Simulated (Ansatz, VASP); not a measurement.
Ir2Rh in VASP and in Ansatz

```
Ir Rh
1.0
     2.73984    0.00000    0.00000
    -1.36992    2.37277    0.00000
     0.00000    0.00000   13.28790
Ir Rh
4 2
Direct
  0.33333 0.66667 0.08291
  0.33333 0.66667 0.41709
  0.66667 0.33333 0.58291
  0.66667 0.33333 0.91709
  0.33333 0.66667 0.75000
  0.66667 0.33333 0.25000
```

Alike in both runs: functional PBE; k mesh 18 × 18 × 4; occupations gaussian, width 0.1 eV; no spin polarisation.

Ansatz relaxed the structure, and its values are those at the end. VASP's run is a single point on that final structure, the one shown.

|  | VASP | Ansatz |
| --- | --- | --- |
| version | VASP 6.6.1 | Ansatz 0.2.0 |
| potentials or method | VASP PAW PBE potentials, release 64 (Ir, Rh_pv), cutoff 520 eV | scalar-relativistic, plane waves, PAW |
| valence electrons in the cell | 66 | 102 |

Ansatz gave:

| Property | Result |
| --- | --- |
| gap on the k mesh at the Fermi level (eV) | none |
| pressure (GPa) | 0.0 |
| rms of the force components (eV/Å) | 0.000 |

Q: Which values does VASP return?

A: gap on the k mesh at the Fermi level (eV): none; pressure (GPa): 0.3; rms of the force components (eV/Å): 0.014.

A gap of «none» marks a metal or a gap that the smearing closes. VASP's potentials hold 66 valence electrons a cell and Ansatz's 102, so a difference there can come from the potentials and not from the codes.

Spin-orbit coupling is off throughout.
